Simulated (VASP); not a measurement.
# Si16Ge (a cell with a defect) in VASP: a series of runs

The runs below take Si16Ge (a cell with a defect) through single point, with PBEsol.

Everything below comes from runs of VASP 6.6.1. Logs are shortened: lines on timing, memory, paths and dates and some standing lists are left out, and cuts for length are marked.

### Step 1. The cell of the first run

The cell holds a defect, 17 atoms: a = 7.679 Å, b = 7.679 Å, c = 7.679 Å, α = 60.00°, β = 60.00°, γ = 60.00°.

### Step 2. Single point, PBEsol

INCAR

```
  ALGO = Normal
  EDIFF = 1E-7
  ENCUT = 520
  GGA = PS
  ISIF = 2
  ISMEAR = 0
  LASPH = True
  LCHARG = False
  LREAL = Auto
  LWAVE = False
  NBANDS = 53
  NELM = 80
  PREC = Accurate
  SIGMA = 0.02
```

KPOINTS

```
k-points
0
Gamma
  2 2 2
```

POSCAR

```
Si16Ge
1.0
    0.0000000000      5.4300000000      5.4300000000
    5.4300000000      0.0000000000      5.4300000000
    5.4300000000      5.4300000000      0.0000000000
Si Ge
16 1
Direct
    0.0526181400     -0.0171783610     -0.0171634438
    0.1363699816      0.1261510129      0.1261981584
   -0.0136359116      0.0211850829      0.4967467772
    0.1362841621      0.1261823204      0.6124044199
   -0.0137001842      0.4967005525      0.0212839779
    0.1362309392      0.6123957643      0.1262370166
   -0.0137387661      0.4967457643      0.4968035912
    0.0397481584      0.6537273481      0.6538105893
    0.5077421731      0.0090622468      0.0090593002
    0.6768327808      0.1080716390      0.1081209945
    0.5076787293      0.0090266114      0.4752973297
    0.6130928177      0.1669965009      0.6104047882
    0.5076215470      0.4752267035      0.0090898711
    0.6130118785      0.6103693370      0.1670048803
    0.4205585635      0.5268303867      0.5268801105
    0.6129625230      0.6105538674      0.6106973297
    0.5979812155      0.8011011050      0.8011235727
```

Potentials or basis: VASP PAW PBE potentials, release 64 (Si, Ge_d).

Command:

```console
$ cat potpaw_PBE.64/Si/POTCAR potpaw_PBE.64/Ge_d/POTCAR > POTCAR
$ mpirun -np 1 vasp_std > vasp.out
```

OUTCAR:

```text
EDIFF = 1E-7
   ENCUT = 520
   GGA = PS
   ISIF = 2
   ISMEAR = 0
   LASPH = True
   LREAL = Auto
   NELM = 80
   PREC = Accurate

 ion  position               nearest neighbor table
   1  0.053  0.983  0.983-   6 2.34   4 2.34   2 2.34  10 2.36
   2  0.136  0.126  0.126-   9 2.33   3 2.33   5 2.33   1 2.34
   3  0.986  0.021  0.497-   2 2.33   4 2.33  12 2.34   8 2.35
   4  0.136  0.126  0.612-  11 2.33   7 2.33   3 2.33   1 2.34
   5  0.986  0.497  0.021-   2 2.33   6 2.33  14 2.34   8 2.35
   6  0.136  0.612  0.126-  13 2.33   7 2.33   5 2.33   1 2.34
   7  0.986  0.497  0.497-   6 2.33   4 2.33  16 2.34   8 2.35
   8  0.040  0.654  0.654-   7 2.35   3 2.35   5 2.35  15 2.39  17 2.77
   9  0.508  0.009  0.009-  10 2.32   2 2.33  17 2.43  12 2.51  14 2.51
  10  0.677  0.108  0.108-   9 2.32  13 2.32  11 2.32   1 2.36
  11  0.508  0.009  0.475-  10 2.32   4 2.33  17 2.43  16 2.51  12 2.51
  12  0.613  0.167  0.610-  15 2.31   3 2.34  17 2.47  11 2.51   9 2.51
  13  0.508  0.475  0.009-  10 2.32   6 2.33  17 2.43  16 2.51  14 2.51
  14  0.613  0.610  0.167-  15 2.31   5 2.34  17 2.47  13 2.51   9 2.51
  15  0.421  0.527  0.527-  12 2.31  14 2.31  16 2.31   8 2.39
  16  0.613  0.611  0.611-  15 2.31   7 2.34  17 2.47  13 2.51  11 2.51
  17  0.598  0.801  0.801-   9 2.43  11 2.43  13 2.43  14 2.47  12 2.47  16 2.47   8 2.77

  LATTYP: Found a face centered cubic cell.
 ALAT       =    10.8600000000

  Lattice vectors:

 A1 = (   0.0000000000,   5.4300000000,   5.4300000000)
 A2 = (   5.4300000000,   0.0000000000,   5.4300000000)
 A3 = (   5.4300000000,   5.4300000000,   0.0000000000)

Analysis of symmetry for initial positions (statically):
=====================================================================
 Subroutine PRICEL returns:
 Original cell was already a primitive cell.

 Routine SETGRP: Setting up the symmetry group for a
 face centered cubic supercell.

 Subroutine GETGRP returns: Found  1 space group operations
 (whereof  1 operations were pure point group operations)
 out of a pool of 48 trial point group operations.

The static configuration has the point symmetry C_1 .

Analysis of symmetry for dynamics (positions and initial velocities):
=====================================================================
 Subroutine PRICEL returns:
 Original cell was already a primitive cell.

 Routine SETGRP: Setting up the symmetry group for a
 face centered cubic supercell.

 Subroutine GETGRP returns: Found  1 space group operations
 (whereof  1 operations were pure point group operations)
 out of a pool of 48 trial point group operations.

The dynamic configuration has the point symmetry C_1 .

 Subroutine INISYM returns: Found  1 space group operations
 (whereof  1 operations are pure point group operations),
 and found     1 'primitive' translations

----------------------------------------------------------------------------------------

                                     Primitive cell

  volume of cell :     320.2060

  direct lattice vectors                    reciprocal lattice vectors
     0.000000000  5.430000000  5.430000000    -0.092081031  0.092081031  0.092081031
     5.430000000  0.000000000  5.430000000     0.092081031 -0.092081031  0.092081031
     5.430000000  5.430000000  0.000000000     0.092081031  0.092081031 -0.092081031

  length of vectors
     7.679179644  7.679179644  7.679179644     0.159489025  0.159489025  0.159489025

  position of ions in fractional coordinates (direct lattice)
     0.052618140  0.982821639  0.982836556
     0.136369982  0.126151013  0.126198158
     0.986364088  0.021185083  0.496746777
     0.136284162  0.126182320  0.612404420
     0.986299816  0.496700553  0.021283978
     0.136230939  0.612395764  0.126237017
[... 9 lines left out ...]
     0.612962523  0.610553867  0.610697330
     0.597981215  0.801101105  0.801123573

  ion indices of the primitive-cell ions
   primitive index   ion index
                 1           1
                 2           2
                 3           3
                 4           4
                 5           5
                 6           6
[... 9 lines left out ...]
                16          16
                17          17

----------------------------------------------------------------------------------------

 KPOINTS: k-points

Automatic generation of k-mesh.
 Grid dimensions read from file:
 generate k-points for:    2    2    2

 Generating k-lattice:

  Cartesian coordinates                     Fractional coordinates (reciprocal lattice)
    -0.046040516  0.046040516  0.046040516     0.500000000  0.000000000  0.000000000
     0.046040516 -0.046040516  0.046040516     0.000000000  0.500000000  0.000000000
     0.046040516  0.046040516 -0.046040516     0.000000000  0.000000000  0.500000000

  Length of vectors
     0.079744512  0.079744512  0.079744512

  Shift w.r.t. Gamma in fractional coordinates (k-lattice)
     0.000000000  0.000000000  0.000000000

 Subroutine IBZKPT returns following result:
 ===========================================

 Found      8 irreducible k-points:

 Following reciprocal coordinates:
            Coordinates               Weight
  0.000000  0.000000  0.000000      1.000000
  0.500000  0.000000  0.000000      1.000000
  0.000000  0.500000  0.000000      1.000000
  0.000000  0.000000  0.500000      1.000000
  0.500000  0.500000  0.500000      1.000000
  0.500000  0.500000  0.000000      1.000000
  0.000000  0.500000  0.500000      1.000000
  0.500000  0.000000  0.500000      1.000000
   k-points           NKPTS =      8   k-points in BZ     NKDIM =      8   number of bands    NBANDS=     53
   number of dos      NEDOS =    301   number of ions     NIONS =     17
   total plane-waves  NPLWV = 216000
   dimension x,y,z NGX =    60 NGY =   60 NGZ =   60
   dimension x,y,z NGXF=   120 NGYF=  120 NGZF=  120
   ions per type =              16   1
   NGX,Y,Z   is equivalent  to a cutoff of  12.99, 12.99, 12.99 a.u.
   NGXF,Y,Z  is equivalent  to a cutoff of  25.98, 25.98, 25.98 a.u.
 SYSTEM =  unknown system
   PREC   = accura    normal or accurate (medium, high low for compatibility)
   ISTART =      0    job   : 0-new  1-cont  2-samecut
   ICHARG =      2    charge: 1-file 2-atom 10-const
   ISPIN  =      1    spin polarized calculation?
   LNONCOLLINEAR =      F non collinear calculations
   LSORBIT =      F    spin-orbit coupling
   LASPH  =      T    aspherical Exc in radial PAW
   ENCUT  =  520.0 eV  38.22 Ry    6.18 a.u.  14.28 14.28 14.28*2*pi/ulx,y,z
   NELM   =     80;   NELMIN=  2; NELMDL= -5     # of ELM steps
   EDIFF  = 0.1E-06   stopping-criterion for ELM
   LREAL  =      T    real-space projection
   EDIFFG = 0.1E-05   stopping-criterion for IOM
   NSW    =      0    number of steps for IOM
   IBRION =     -1    ionic relax: 0-MD 1-quasi-New 2-CG
   NFREE  =      0    steps in history (QN), initial steepest desc. (CG)
   ISIF   =      2    stress and relaxation
   ISYM   =      2    0-nonsym 1-usesym 2-fastsym
   POTIM  = 0.5000    time-step for ionic-motion
   TEBEG  =    0.0;   TEEND  =   0.0 temperature during run
   PSTRESS=    0.0 pullay stress
   NELECT =      78.0000    total number of electrons
   NUPDOWN=      -1.0000    fix difference up-down
   EMIN   =  10.00;   EMAX   =-10.00  energy-range for DOS
   EFERMI =   0.00;   METHOD = LEGACY
   ISMEAR =     0;   SIGMA  =   0.02  broadening in eV -4-tet -1-fermi 0-gaus
   EFERMI_NEDOS =   21; number of points for ismear=-14 and -15
   IALGO  =     38    algorithm
   IMIX   =      4    mixing-type and parameters
     AMIX     =   0.40;   BMIX     =  1.00
     AMIX_MAG =   1.60;   BMIX_MAG =  1.00
  volume/ion in A,a.u.               =      18.84       127.11
  Fermi-wavevector in a.u.,A,eV,Ry     =   1.022421  1.932096 14.222785  1.045345
  Thomas-Fermi vector in A             =   2.156100
   LORBIT       =      0    0 simple, 1 ext, 2 COOP (PROOUT), +10 PAW based schemes
   GGA     = PS    functional components
   LHFCALC =     F    Hartree Fock is set to
   AEXX    =    0.0000 exact exchange contribution
   IVDW    =     0    specifies the selected vdW correction
   LEPSILON=     F    determine dielectric tensor
   LRPA    =     F    only Hartree local field effects (RPA)
 non-spin polarized calculation
 Gauss-broadening in eV      SIGMA  =   0.02
  energy-cutoff  :      520.00
  volume of cell :      320.21
 maximum number of plane-waves:      8646
 NGX is ok and might be reduce to    60
   NGX = 29   NGY = 29   NGZ = 29

 number of electron      77.9999999 magnetization

 Free energy of the ion-electron system (eV)
  ---------------------------------------------------
  ext. energy  EPLUGINS =         0.00000000
  ---------------------------------------------------
  free energy    TOTEN  =       -92.45922449 eV

  energy without entropy =      -92.45365564  energy(sigma->0) =      -92.45644006

 E-fermi :   6.5796     XC(G=0):  -9.9052

 val. band max:        6.5684545100   @ k =   0.0000   0.5000   0.5000
 cond. band min:       6.5853435225   @ k =   0.0000   0.0000   0.0000
 fundamental gap:      0.0168890125
 Fermi energy:         6.5796085875

 k-point     1 :       0.0000    0.0000    0.0000
  band No.  band energies     occupation
      1     -18.0254      2.00000
      2     -18.0254      2.00000
      3     -17.9125      2.00000
      4     -17.9125      2.00000
      5     -17.9103      2.00000
      6      -6.4483      2.00000
[... 43 lines left out ...]
     50       8.4453      0.00000
     51       8.7604      0.00000

 k-point     2 :       0.5000    0.0000    0.0000
  band No.  band energies     occupation
      1     -18.0254      2.00000
      2     -18.0254      2.00000
      3     -17.9125      2.00000
      4     -17.9125      2.00000
      5     -17.9103      2.00000
      6      -6.1093      2.00000
[... 43 lines left out ...]
     50       9.7465      0.00000
     51       9.9405      0.00000

 k-point     3 :       0.0000    0.5000    0.0000
  band No.  band energies     occupation
      1     -18.0254      2.00000
      2     -18.0254      2.00000
      3     -17.9125      2.00000
      4     -17.9125      2.00000
      5     -17.9103      2.00000
      6      -6.0417      2.00000
[... 43 lines left out ...]
     50       9.6445      0.00000
     51       9.9736      0.00000

 k-point     4 :       0.0000    0.0000    0.5000
  band No.  band energies     occupation
      1     -18.0254      2.00000
      2     -18.0254      2.00000
      3     -17.9125      2.00000
      4     -17.9125      2.00000
      5     -17.9103      2.00000
      6      -6.0418      2.00000
[... 43 lines left out ...]
     50       9.6445      0.00000
     51       9.9733      0.00000

 k-point     5 :       0.5000    0.5000    0.5000
  band No.  band energies     occupation
      1     -18.0254      2.00000
      2     -18.0254      2.00000
      3     -17.9125      2.00000
      4     -17.9125      2.00000
      5     -17.9103      2.00000
      6      -6.0418      2.00000
[... 43 lines left out ...]
     50       9.6443      0.00000
     51       9.9735      0.00000

 k-point     6 :       0.5000    0.5000    0.0000
  band No.  band energies     occupation
      1     -18.0254      2.00000
      2     -18.0254      2.00000
      3     -17.9125      2.00000
      4     -17.9125      2.00000
      5     -17.9103      2.00000
      6      -5.9363      2.00000
[... 43 lines left out ...]
     50      10.2544      0.00000
     51      10.3246      0.00000

 k-point     7 :       0.0000    0.5000    0.5000
  band No.  band energies     occupation
      1     -18.0254      2.00000
      2     -18.0254      2.00000
      3     -17.9125      2.00000
      4     -17.9125      2.00000
      5     -17.9103      2.00000
      6      -5.9365      2.00000
[... 43 lines left out ...]
     50      10.2533      0.00000
     51      10.3251      0.00000

 k-point     8 :       0.5000    0.0000    0.5000
  band No.  band energies     occupation
      1     -18.0254      2.00000
      2     -18.0254      2.00000
      3     -17.9125      2.00000
      4     -17.9125      2.00000
      5     -17.9103      2.00000
      6      -5.9364      2.00000
[... 43 lines left out ...]
     50      10.2542      0.00000
     51      10.3247      0.00000
 [bands above 51 left out]

------------------------ aborting loop because EDIFF is reached ----------------------------------------

  FORCE on cell =-STRESS in cart. coord.  units (eV):
  Direction    XX          YY          ZZ          XY          YZ          ZX
  --------------------------------------------------------------------------------------
  -------------------------------------------------------------------------------------
  Total        6.9899171      6.9919685      7.0046700      1.2285396     -1.2593578      1.2433102
  in kB       34.9746297     34.9848939     35.0484470      6.1470999     -6.3013010      6.2210058
  external PRESSURE =      35.0026569 kB  Pullay stress =       0.0000000 kB

 VOLUME and BASIS-vectors are now :
 -----------------------------------------------------------------------------
  energy-cutoff  :      520.00
  volume of cell :      320.21
      direct lattice vectors                 reciprocal lattice vectors
     0.000000000  5.430000000  5.430000000    -0.092081031  0.092081031  0.092081031
     5.430000000  0.000000000  5.430000000     0.092081031 -0.092081031  0.092081031
     5.430000000  5.430000000  0.000000000     0.092081031  0.092081031 -0.092081031

 POSITION                                       TOTAL-FORCE (eV/Angst)
 -----------------------------------------------------------------------------------
     10.67352      5.62252      5.62244         0.001279     -0.001417     -0.001227
      1.37026      1.42575      1.42549        -0.000029      0.001243      0.000916
      2.81237      8.05329      5.47099         0.000719      0.001385      0.002579
      4.01053      4.06538      1.42519        -0.001575      0.001660     -0.000182
      2.81266      5.47118      8.05269         0.001086      0.002586      0.001289
      4.01078      1.42520      4.06504        -0.001356      0.000070      0.001585
[... 9 lines left out ...]
      6.63139      6.64447      6.64369         0.007950      0.002662      0.000693
      8.70008      7.59714      7.59702         0.001737     -0.003419     -0.002974
 -----------------------------------------------------------------------------------
    total drift:                               -0.005776      0.000009      0.000642

  FREE ENERGIE OF THE ION-ELECTRON SYSTEM (eV)
  ---------------------------------------------------
  free  energy   TOTEN  =       -92.4592244860 eV

  energy  without entropy=      -92.4536556359  energy(sigma->0) =      -92.45644006
```

It took 4.2 min on 1 thread of Intel Xeon Platinum 8259CL at 2.50GHz (Skylake/Cascade Lake), shared host; peak memory 0.49 GiB.

What came out:

- Free energy: -92.4592 eV
- Pressure: 3.5 GPa
- Largest force: 0.015 eV/Å
- Band gap on the k mesh: 0.02 eV

Forces in eV/Å, atoms in the order of the input:
```
Si   0.001 -0.001 -0.001
Si   0.000  0.001  0.001
Si   0.001  0.001  0.003
Si  -0.002  0.002  0.000
Si   0.001  0.003  0.001
Si  -0.001  0.000  0.002
Si  -0.001  0.000  0.000
Si   0.008 -0.006 -0.006
Si  -0.015 -0.002  0.000
Si   0.000  0.001  0.001
Si  -0.002  0.009  0.003
Si   0.000 -0.001 -0.003
Si  -0.003  0.003  0.009
Si  -0.002 -0.005 -0.002
Si   0.004 -0.004 -0.004
Si   0.008  0.003  0.001
Ge   0.002 -0.003 -0.003
```

Stress tensor (GPa, compression positive):
```
 3.50  0.61  0.62
 0.61  3.50 -0.63
 0.62 -0.63  3.50
```

Caveat: the k points lie up to 0.50 Å⁻¹ apart; the PAW data sets were made with another functional, which shifts forces and pressure a little.

[end of part 1 of 2]
